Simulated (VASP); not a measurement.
**Sn: relaxation of cell and atoms with LDA**

Sn:

```
Sn
1.0
    -1.75441    1.75461    2.16749
     1.75441   -1.75461    2.16749
     1.75441    1.75461   -2.16749
Sn
1
Direct
  0.00000 0.00000 0.00000
```

* Program: VASP 6.6.1
* Task: relaxation of cell and atoms
* Functional: LDA
* Potentials or basis: VASP PAW LDA potentials, release 64 (Sn_d)
* Cutoff: 600 eV
* k mesh: 16 × 16 × 16
* Occupations: gaussian, width 0.1 eV
* Spin: no spin polarisation
* Dipole correction: no
* Further INCAR settings: ALGO = Fast; EDIFF = 1e-06; IBRION = 2; EDIFFG = -0.005; NSW = 70; ISIF = 3

- Relaxed volume: 25.74 Å³/atom
- Relaxed cell: a = 3.248 Å, b = 3.248 Å, c = 3.248 Å, α = 114.95°, β = 114.98°, γ = 98.97°
- Space group after relaxing (to 0.05 Å): I4/mmm (No. 139)
- Energy gained by relaxing: 5.8 meV/atom
- Ionic steps: 9
- Pressure after relaxing: 0.0 GPa
- Band gap on the k mesh: zero (band 7 reaches 16.45 eV, above the bottom of band 8 at 6.11 eV)

Step by step:
```
step  energy change (eV)  largest force (eV/Å)  pressure (GPa)  volume (Å³)
   1              0.0000                0.0000           -1.82        26.69
   2             -0.0051                0.0000            0.68        25.54
   3             -0.0055                0.0000           -0.04        25.78
   4             -0.0055                0.0000            0.03        25.77
   5             -0.0055                0.0000            0.00        25.76
   6             -0.0056                0.0000            0.02        25.76
   7             -0.0057                0.0000           -0.02        25.75
   8             -0.0057                0.0000            0.00        25.73
   9             -0.0058                0.0000            0.01        25.74
```

Final structure:
```yaml
crystal:
  lattice:
    - [-1.74668, 1.74580, 2.11033]
    - [1.74668, -1.74580, 2.11033]
    - [1.74668, 1.74580, -2.11033]
  atoms:
    - { symbol: Sn, position: [0.00000, 0.00000, 0.00000] }
```

Levels at points of the mesh, in eV from the Fermi level:
| k point | band 5 | band 6 | band 7 | band 8 | band 9 | band 10 |
| --- | --- | --- | --- | --- | --- | --- |
| (0.00, 0.00, 0.00) | -21.33 | -11.54 | 7.93 | 8.25 | 8.26 | 11.10 |
| (0.50, 0.00, 0.00) | -21.26 | -6.85 | -4.84 | 4.77 | 6.51 | 9.54 |
| (0.00, 0.50, 0.00) | -21.26 | -6.85 | -4.84 | 4.78 | 6.52 | 9.55 |
| (0.50, 0.50, 0.00) | -21.23 | -5.67 | -4.27 | 2.51 | 3.51 | 6.65 |
| (0.50, 0.50, 0.50) | -21.25 | -3.30 | -2.64 | 0.78 | 0.79 | 4.27 |

Run time: 22 min on 1 thread of Intel Xeon 8259CL, with other jobs on the host, peak memory 0.34 GiB.

Caveat: spin-orbit coupling is left out, which moves the levels of the heavy elements.
